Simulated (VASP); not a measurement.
# MnZnW3 (Pm-3m) in VASP: a series of runs

MnZnW3 is run at these levels: PBE; tasks: single point, relaxation of cell and atoms.

All numbers are computed with VASP 6.6.1; they aren't measurements. Logs are shortened: lines on timing, memory, paths and dates and some standing lists are left out, and cuts for length are marked.

## 1. The cell of the first run

Symmetry: Pm-3m, No. 221, cubic system. The conventional cell has a = 4.533 Å, b = 4.533 Å, c = 4.533 Å, α = 90.00°, β = 90.00°, γ = 90.00°. Within 4.2 Å of Mn (site symmetry m-3m) lie 12 W at 3.21 Å and 8 Zn at 3.93 Å. Within 3.0 Å of Zn (site symmetry m-3m) lie 6 W at 2.27 Å. W (site symmetry 4/mmm) has 2 Zn at 2.27 Å within 3.0 Å.

## 2. Single point, PBE, collinear spin, ferromagnetic start

Input file INCAR:

```
PREC     = Accurate       # precision mode
ENCUT    = 520            # plane-wave cutoff, eV
EDIFF    = 1E-7           # SCF threshold, eV
ISMEAR   = 0              # smearing method
SIGMA    = 0.1            # smearing width, eV
LREAL    = F              # projectors in reciprocal space
LASPH    = T              # aspherical terms in the spheres
NELM     = 150            # most SCF steps
ALGO     = Normal         # electronic algorithm
ISIF     = 2              # what is computed and relaxed
LWAVE    = F              # write WAVECAR
LCHARG   = F              # write CHGCAR
ISPIN    = 2              # spin polarisation
MAGMOM   = 3.31 0 0 0 0   # initial moments
LORBIT   = 11             # projections on sites
LMAXMIX  = 4              # l up to which the mixer works
GGA      = PE             # functional
NBANDS   = 46             # bands
```

Input file KPOINTS:

```
regular mesh
0
Gamma
  4 4 4
```

Input file POSCAR:

```
MnZnW3
1.0
    4.5326999385      0.0000000000      0.0000000000
    0.0000000000      4.5326999385      0.0000000000
    0.0000000000      0.0000000000      4.5326999385
Mn Zn W
1 1 3
Direct
    0.0000000000      0.0000000000      0.0000000000
    0.5000000000      0.5000000000      0.5000000000
    0.0000000000      0.5000000000      0.5000000000
    0.5000000000      0.0000000000      0.5000000000
    0.5000000000      0.5000000000      0.0000000000
```

Potentials or basis: VASP PAW PBE potentials, release 64 (Mn_pv, Zn, W_sv).

Started as:

```console
$ cat potpaw_PBE.64/Mn_pv/POTCAR potpaw_PBE.64/Zn/POTCAR potpaw_PBE.64/W_sv/POTCAR > POTCAR
$ mpirun -np 1 vasp_std > vasp.out
```

OUTCAR:

```text
PREC = Accurate
   ENCUT = 520
   EDIFF = 1E-7
   ISMEAR = 0
   LREAL = F
   LASPH = T
   NELM = 150
   ISIF = 2
   ISPIN = 2
   LORBIT = 11
   GGA = PE

 ion  position               nearest neighbor table
   1  0.000  0.000  0.000-   3 3.21   4 3.21   5 3.21   3 3.21   4 3.21   3 3.21   5 3.21   3 3.21
                             4 3.21   5 3.21   4 3.21   5 3.21
   2  0.500  0.500  0.500-   3 2.27   4 2.27   5 2.27   5 2.27   4 2.27   3 2.27
   3  0.000  0.500  0.500-   2 2.27   2 2.27   4 3.21   5 3.21   1 3.21   5 3.21   1 3.21   4 3.21
                             1 3.21   1 3.21   4 3.21   5 3.21   5 3.21   4 3.21
   4  0.500  0.000  0.500-   2 2.27   2 2.27   3 3.21   5 3.21   1 3.21   5 3.21   1 3.21   3 3.21
                             5 3.21   5 3.21   1 3.21   3 3.21   1 3.21   3 3.21
   5  0.500  0.500  0.000-   2 2.27   2 2.27   3 3.21   4 3.21   1 3.21   3 3.21   4 3.21   1 3.21
                             4 3.21   4 3.21   1 3.21   3 3.21   3 3.21   1 3.21

  LATTYP: Found a simple cubic cell.
 ALAT       =     4.5326999385

  Lattice vectors:

 A1 = (   4.5326999385,   0.0000000000,   0.0000000000)
 A2 = (   0.0000000000,   4.5326999385,   0.0000000000)
 A3 = (   0.0000000000,   0.0000000000,   4.5326999385)

Analysis of symmetry for initial positions (statically):
=====================================================================
 Subroutine PRICEL returns:
 Original cell was already a primitive cell.

 Routine SETGRP: Setting up the symmetry group for a
 simple cubic supercell.

 Subroutine GETGRP returns: Found 48 space group operations
 (whereof 48 operations were pure point group operations)
 out of a pool of 48 trial point group operations.

The static configuration has the point symmetry O_h .

Analysis of symmetry for dynamics (positions and initial velocities):
=====================================================================
 Subroutine PRICEL returns:
 Original cell was already a primitive cell.

 Routine SETGRP: Setting up the symmetry group for a
 simple cubic supercell.

 Subroutine GETGRP returns: Found 48 space group operations
 (whereof 48 operations were pure point group operations)
 out of a pool of 48 trial point group operations.

The dynamic configuration has the point symmetry O_h .

Analysis of structural, dynamic, and magnetic symmetry:
=====================================================================
 Subroutine PRICEL returns:
 Original cell was already a primitive cell.

 Routine SETGRP: Setting up the symmetry group for a
 simple cubic supercell.

 Subroutine GETGRP returns: Found 48 space group operations
 (whereof 48 operations were pure point group operations)
 out of a pool of 48 trial point group operations.

[... 127 lines left out ...]
 NGX is ok and might be reduce to    36
   NGX = 17   NGY = 17   NGZ = 17

 number of electron      67.0000032 magnetization       3.3181756

 Free energy of the ion-electron system (eV)
  ---------------------------------------------------
  ext. energy  EPLUGINS =         0.00000000
  ---------------------------------------------------
  free energy    TOTEN  =       -38.81981172 eV

  energy without entropy =      -38.80426661  energy(sigma->0) =      -38.81203917

 E-fermi :   6.6041     XC(G=0): -11.8692

 val. band max:        6.6017683195   @ k =   0.5000   0.5000   0.5000
 cond. band min:       6.6660412339   @ k =   0.0000   0.0000   0.0000
 fundamental gap:      0.0642729145
 Fermi energy:         6.6041364231

 spin component 1

 k-point     1 :       0.0000    0.0000    0.0000
  band No.  band energies     occupation
      1     -67.5918      1.00000
      2     -67.5703      1.00000
      3     -67.5703      1.00000
      4     -43.3778      1.00000
      5     -43.3778      1.00000
      6     -43.3778      1.00000
[... 469 lines left out ...]
     44       9.3922      0.00000
     45      11.2623      0.00000
 Fermi energy:         6.6041364231

 spin component 2

 k-point     1 :       0.0000    0.0000    0.0000
  band No.  band energies     occupation
      1     -67.6673      1.00000
      2     -67.6457      1.00000
      3     -67.6457      1.00000
      4     -39.3186      1.00000
      5     -39.3186      1.00000
      6     -39.3186      1.00000
[... 469 lines left out ...]
     44       9.2915      0.00000
     45      11.3537      0.00000
 [bands above 45 left out]

------------------------ aborting loop because EDIFF is reached ----------------------------------------

  FORCE on cell =-STRESS in cart. coord.  units (eV):
  Direction    XX          YY          ZZ          XY          YZ          ZX
  --------------------------------------------------------------------------------------
  -------------------------------------------------------------------------------------
  Total        0.4333448      0.4333448      0.4333448      0.0000000     -0.0000000     -0.0000000
  in kB        7.4554399      7.4554399      7.4554399      0.0000000     -0.0000000     -0.0000000
  external PRESSURE =       7.4554399 kB  Pullay stress =       0.0000000 kB

 VOLUME and BASIS-vectors are now :
 -----------------------------------------------------------------------------
  energy-cutoff  :      520.00
  volume of cell :       93.13
      direct lattice vectors                 reciprocal lattice vectors
     4.532699939  0.000000000  0.000000000     0.220619060  0.000000000  0.000000000
     0.000000000  4.532699939  0.000000000     0.000000000  0.220619060  0.000000000
     0.000000000  0.000000000  4.532699939     0.000000000  0.000000000  0.220619060

 POSITION                                       TOTAL-FORCE (eV/Angst)
 -----------------------------------------------------------------------------------
      0.00000      0.00000      0.00000         0.000000      0.000000      0.000000
      2.26635      2.26635      2.26635         0.000000      0.000000      0.000000
      0.00000      2.26635      2.26635         0.000000      0.000000      0.000000
      2.26635      0.00000      2.26635         0.000000      0.000000      0.000000
      2.26635      2.26635      0.00000         0.000000      0.000000      0.000000
 -----------------------------------------------------------------------------------
    total drift:                                0.000000      0.000000      0.000000

  FREE ENERGIE OF THE ION-ELECTRON SYSTEM (eV)
  ---------------------------------------------------
  free  energy   TOTEN  =       -38.8198117159 eV

  energy  without entropy=      -38.8042666145  energy(sigma->0) =      -38.81203917

 total charge

# of ion       s       p       d       tot
------------------------------------------
    1        0.253   6.179   4.819  11.251
    2        0.914   1.120   9.826  11.860
    3        2.347   6.220   3.243  11.810
    4        2.347   6.220   3.243  11.810
    5        2.347   6.220   3.243  11.810
--------------------------------------------------
tot          8.207  25.958  24.376  58.541

 magnetization (x)

# of ion       s       p       d       tot
------------------------------------------
    1        0.038   0.034   3.743   3.815
    2        0.003  -0.011  -0.014  -0.022
    3       -0.012  -0.010  -0.152  -0.174
    4       -0.012  -0.010  -0.152  -0.174
    5       -0.012  -0.010  -0.152  -0.174
--------------------------------------------------
tot          0.004  -0.006   3.274   3.272
```

OSZICAR:

```text
N       E                     dE             d eps       ncg     rms          rms(c)
DAV:   1     0.819762469764E+03    0.81976E+03   -0.36593E+04  1896   0.179E+03
DAV:   2     0.191628744096E+02   -0.80060E+03   -0.77285E+03  1864   0.545E+02
[... 11 lines left out ...]
DAV:  14    -0.388198187494E+02   -0.29263E-04   -0.10030E-04  2030   0.554E-02    0.770E-02
DAV:  15    -0.388198102157E+02    0.85338E-05   -0.19154E-05  2190   0.261E-02    0.450E-02
DAV:  16    -0.388198118946E+02   -0.16789E-05   -0.92751E-06  2064   0.169E-02    0.171E-02
DAV:  17    -0.388198118850E+02    0.95733E-08   -0.12297E-06  1850   0.543E-03    0.269E-03
DAV:  18    -0.388198117272E+02    0.15778E-06   -0.10651E-07  1266   0.244E-03    0.117E-03
DAV:  19    -0.388198117159E+02    0.11358E-07   -0.14878E-08   992   0.968E-04
   1 F= -.38819812E+02 E0= -.38812039E+02  d E =-.155451E-01  mag=     3.3182
```

Wall time 50 s (1 thread of Intel Xeon 6975P-C (Granite Rapids), shared host); peak memory 0.28 GiB.

What came out:

* Free energy: -38.8198 eV
* Pressure: 0.7 GPa
* Net moment: 3.32 μB per cell
* Site moments: Mn +3.81; Zn -0.02; W -0.17 μB
* Valence electrons inside the program's atomic spheres: Mn 11.25; Zn 11.86; W 11.81

Caveat: spin-orbit coupling is left out, which moves the levels of the heavy elements.

## 3. Relaxation of cell and atoms, PBE, collinear spin, ferromagnetic start

This run uses another cell than the first one, of 14.25 Å³/atom.

Input file INCAR:

```
SYSTEM = MnZnW3
ALGO     = Normal         ! electronic algorithm
EDIFF    = 1E-6           ! SCF threshold, eV
EDIFFG   = -0.04          ! ionic threshold
ENCUT    = 600            ! plane-wave cutoff, eV
GGA      = PE             ! functional
IBRION   = 2              ! ionic algorithm
ISIF     = 3              ! what is computed and relaxed
ISMEAR   = 0              ! smearing method
ISPIN    = 2              ! spin polarisation
LASPH    = .TRUE.         ! aspherical terms in the spheres
LCHARG   = .FALSE.        ! write CHGCAR
LMAXMIX  = 4              ! l up to which the mixer works
LORBIT   = 11             ! projections on sites
LREAL    = .FALSE.        ! projectors in reciprocal space
LWAVE    = .FALSE.        ! write WAVECAR
MAGMOM   = 3.31 0 0 0 0   ! initial moments
NELM     = 150            ! most SCF steps
NSW      = 90             ! ionic steps
PREC     = Accurate       ! precision mode
SIGMA    = 0.1            ! smearing width, eV
```

Input file KPOINTS:

```
k-points
0
G
  4 4 4
  0 0 0
```

POSCAR, as its differences from that of step 2:

```diff
@@ -2,5 +2,5 @@
 1.0
-    4.5326999385      0.0000000000      0.0000000000
-    0.0000000000      4.5326999385      0.0000000000
-    0.0000000000      0.0000000000      4.5326999385
+    4.1452318933      0.0000000000      0.0000000000
+    0.0000000000      4.1452318933      0.0000000000
+    0.0000000000      0.0000000000      4.1452318933
 Mn Zn W
```

Potentials or basis: VASP PAW PBE potentials, release 64 (Mn_pv, Zn, W_sv).

Started as:

```console
$ cat potpaw_PBE.64/Mn_pv/POTCAR potpaw_PBE.64/Zn/POTCAR potpaw_PBE.64/W_sv/POTCAR > POTCAR
$ mpirun -np 1 vasp_std > vasp.out
```

OUTCAR:

```text
SYSTEM = MnZnW3
   EDIFF = 1E-6
   EDIFFG = -0.04
   ENCUT = 600
   GGA = PE
   IBRION = 2
   ISIF = 3
   ISMEAR = 0
   ISPIN = 2
   LASPH = .TRUE.
   LORBIT = 11
   LREAL = .FALSE.
   NELM = 150
   NSW = 90
   PREC = Accurate

 ion  position               nearest neighbor table
   1  0.000  0.000  0.000-   3 2.93   4 2.93   5 2.93   3 2.93   4 2.93   3 2.93   5 2.93   3 2.93
                             4 2.93   5 2.93   4 2.93   5 2.93
   2  0.500  0.500  0.500-   3 2.07   4 2.07   5 2.07   5 2.07   4 2.07   3 2.07
   3  0.000  0.500  0.500-   2 2.07   2 2.07   4 2.93   5 2.93   1 2.93   5 2.93   1 2.93   4 2.93
                             1 2.93   1 2.93   4 2.93   5 2.93   5 2.93   4 2.93
   4  0.500  0.000  0.500-   2 2.07   2 2.07   3 2.93   5 2.93   1 2.93   5 2.93   1 2.93   3 2.93
                             5 2.93   5 2.93   1 2.93   3 2.93   1 2.93   3 2.93
   5  0.500  0.500  0.000-   2 2.07   2 2.07   3 2.93   4 2.93   1 2.93   3 2.93   4 2.93   1 2.93
[... 1276 lines left out ...]
  energy without entropy =      -37.45746857  energy(sigma->0) =      -37.47656336

 E-fermi :   6.7028     XC(G=0): -12.0447

 val. band max:        6.7005689498   @ k =   0.5000   0.2500   0.2500
 cond. band min:       6.7087404874   @ k =   0.2500   0.0000   0.0000
 fundamental gap:      0.0081715376
 Fermi energy:         6.7028256000

 spin component 1

 k-point     1 :       0.0000    0.0000    0.0000
  band No.  band energies     occupation
      1     -67.5089      1.00000
      2     -67.4839      1.00000
      3     -67.4839      1.00000
      4     -40.9113      1.00000
      5     -40.9113      1.00000
      6     -40.9113      1.00000
[... 924 lines left out ...]
  FREE ENERGIE OF THE ION-ELECTRON SYSTEM (eV)
  ---------------------------------------------------
  free  energy   TOTEN  =       -37.4956581506 eV

  energy  without entropy=      -37.4574685742  energy(sigma->0) =      -37.47656336

 reached required accuracy - stopping structural energy minimisation

 total charge

# of ion       s       p       d       tot
------------------------------------------
    1        0.249   6.163   4.912  11.323
    2        0.934   1.154   9.850  11.938
    3        2.353   6.231   3.247  11.830
    4        2.353   6.231   3.247  11.830
    5        2.353   6.231   3.247  11.830
--------------------------------------------------
tot          8.241  26.010  24.502  58.752

 magnetization (x)

# of ion       s       p       d       tot
------------------------------------------
    1       -0.001  -0.001  -0.257  -0.259
    2       -0.001   0.003   0.001   0.003
    3        0.003   0.003   0.060   0.066
    4        0.003   0.003   0.060   0.066
    5        0.003   0.003   0.060   0.066
--------------------------------------------------
tot          0.007   0.011  -0.075  -0.057
```

OSZICAR:

```text
N       E                     dE             d eps       ncg     rms          rms(c)
DAV:   1     0.887752396970E+03    0.88775E+03   -0.40190E+04  1736   0.232E+03
DAV:   2     0.296655238281E+02   -0.85809E+03   -0.83500E+03  1680   0.650E+02
[... 172 lines left out ...]
DAV:  19    -0.374957391532E+02    0.10638E-04   -0.14445E-06   976   0.792E-03    0.243E-01
DAV:  20    -0.374956934882E+02    0.45665E-04   -0.11407E-04  2136   0.727E-02    0.162E-01
DAV:  21    -0.374956659552E+02    0.27533E-04   -0.10737E-04  2160   0.666E-02    0.813E-02
DAV:  22    -0.374956595322E+02    0.64230E-05   -0.38063E-05  2150   0.366E-02    0.333E-02
DAV:  23    -0.374956583171E+02    0.12151E-05   -0.67367E-06  1670   0.150E-02    0.135E-02
DAV:  24    -0.374956581506E+02    0.16656E-06   -0.18632E-06  1056   0.963E-03
   5 F= -.37495658E+02 E0= -.37476563E+02  d E =-.288255E+01  mag=     0.0135
```

CONTCAR:

```text
MnZnW3
   1.00000000000000
     4.4889273741571802    0.0000000000000000    0.0000000000000000
    -0.0000000000000000    4.4889273741571802   -0.0000000000000000
     0.0000000000000000   -0.0000000000000000    4.4889273741571802
  Mn              Zn              W
     1     1     3
Direct
     0.0000000000000000    0.0000000000000000    0.0000000000000000
     0.5000000000000000    0.5000000000000000    0.5000000000000000
     0.0000000000000000    0.5000000000000000    0.5000000000000000
     0.5000000000000000    0.0000000000000000    0.5000000000000000
     0.5000000000000000    0.5000000000000000    0.0000000000000000

  0.00000000E+00  0.00000000E+00  0.00000000E+00
  0.00000000E+00  0.00000000E+00  0.00000000E+00
  0.00000000E+00  0.00000000E+00  0.00000000E+00
  0.00000000E+00  0.00000000E+00  0.00000000E+00
  0.00000000E+00  0.00000000E+00  0.00000000E+00
```

It took 6.7 min on 1 thread of Intel Xeon 6975P-C (Granite Rapids), shared host; peak memory 0.29 GiB.

What came out:

```
Free energy                                           : -37.4957 eV
Relaxed volume                                        : 18.09 Å³/atom
Relaxed cell                                          : a = 4.489 Å, b = 4.489 Å, c = 4.489 Å, α = 90.00°, β = 90.00°, γ = 90.00°
Space group after relaxing (to 0.1 Å)                 : Pm-3m (No. 221)
Pressure after relaxing                               : 0.1 GPa
Net moment                                            : 0.01 μB per cell
Site moments                                          : Mn -0.26; Zn +0.00; W +0.07 μB
Valence electrons inside the program's atomic spheres : Mn 11.32; Zn 11.94; W 11.83
```

Final structure:
```
Mn Zn W
1.0
     4.48893    0.00000    0.00000
     0.00000    4.48893    0.00000
     0.00000    0.00000    4.48893
Mn Zn W
1 1 3
Direct
  0.00000 0.00000 0.00000
  0.50000 0.50000 0.50000
  0.00000 0.50000 0.50000
  0.50000 0.00000 0.50000
  0.50000 0.50000 0.00000
```

Caveat: the k points lie up to 0.35 Å⁻¹ apart in the final cell; the volume moved by over 15 % at a fixed basis, so the end points are rough; spin-orbit coupling is left out, which moves the levels of the heavy elements.
